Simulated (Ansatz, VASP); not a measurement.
## Two plane-wave programs on Na2IF

File POSCAR:

```
Na2IF
1.0
    1.9179601962      1.1073348356      6.6127010817
   -1.9179601962      1.1073348356      6.6127010817
    0.0000000000     -2.2146696711      6.6127010817
F I Na
1 1 2
Direct
    1.0000000000      0.0000000000      0.0000000000
    0.5000000000      0.5000000000      0.5000000000
    0.2727987688      0.2727987688      0.2727987688
    0.7272012312      0.7272012312      0.7272012312
```

The input INCAR.step1:

```
SYSTEM = Na2IF
PREC = Accurate ; ENCUT = 520
ISMEAR = 0 ; SIGMA = 0.01
LREAL = .FALSE. ; LASPH = .TRUE.
NELM = 60 ; NBANDS = 22
GGA = PE ; ALGO = Normal
EDIFF = 1E-4 ; LWAVE = .TRUE.
LCHARG = .FALSE.
```

Contents of INCAR.step2:

```
SYSTEM = Na2IF
PREC = Accurate ; ENCUT = 520
EDIFF = 1E-7 ; ISMEAR = 0
SIGMA = 0.01 ; LREAL = .FALSE.
LASPH = .TRUE. ; NELM = 60
ALGO = Normal ; ISIF = 2
LWAVE = .FALSE. ; LCHARG = .TRUE.
METAGGA = R2SCAN ; LMIXTAU = .TRUE.
LELF = .TRUE. ; LVHAR = .TRUE.
NBANDS = 22 ; ISTART = 1
```

KPOINTS

```
regular mesh
0
G
  8 8 8
  0 0 0
```

Input for Ansatz:

```yaml
crystal:
  lattice:
    - [1.9179601962, 1.1073348356, 6.6127010817]
    - [-1.9179601962, 1.1073348356, 6.6127010817]
    - [0.0, -2.2146696711, 6.6127010817]
  atoms:
    - { symbol: F, position: [1.0, 0.0, 0.0] }
    - { symbol: I, position: [0.5, 0.5, 0.5] }
    - { symbol: Na, position: [0.2727987688, 0.2727987688, 0.2727987688] }
    - { symbol: Na, position: [0.7272012312, 0.7272012312, 0.7272012312] }
kpoints:
  mp_grid: { grid: [8, 8, 8] }
  band_path:
    path:
      - [0.0, 0.0, 0.0]
      - [0.5, 0.5, 0.5]
      - [0.811750834, 0.188249166, 0.5]
      - [0.5, -0.188249166, 0.188249166]
      - [0.5, 0.0, 0.0]
      - [0.344124583, -0.344124583, 0.0]
      - [0.655875417, 0.0, 0.344124583]
      - [0.5, 0.0, 0.5]
    npoints: 1
hamiltonian:
  xc: r2scan
scf:
  occupations: { method: fixed }
  n_extra_bands: 5
output:
  forces: true
  stress: true
  eigenvalues: true
```

Change from the starting cell: epitaxial_xy strain -4.0%.

Alike in both runs: task single point; functional r2SCAN; k mesh 8 × 8 × 8; no spin polarisation.

|  | VASP | Ansatz |
| --- | --- | --- |
| version | VASP 6.6.1 | Ansatz 0.2.0 |
| potentials or method | VASP PAW PBE potentials, release 64 (F, I, Na_pv) | plane waves, PAW |
| plane-wave cutoff (eV) | 520 | 500 |
| occupations | gaussian, width 0.01 eV | fixed |
| valence electrons in the cell | 28 | 42 |

VASP gave:

```
gap on the k mesh at the Fermi level (eV)                     : 1.92
pressure (GPa)                                                : 1.5
traceless stress, the component that is largest in VASP (GPa) : -1.77
```

Question: What did Ansatz give for the same quantities?

Answer: gap on the k mesh at the Fermi level (eV): 1.91; pressure (GPa): 1.8; traceless stress, the component that is largest in VASP (GPa): -1.74.

VASP's potentials were made for PBE, not for r2SCAN. VASP's potentials hold 28 valence electrons a cell and Ansatz's 42, so a difference there can come from the potentials and not from the codes.

Spin-orbit coupling is off throughout.
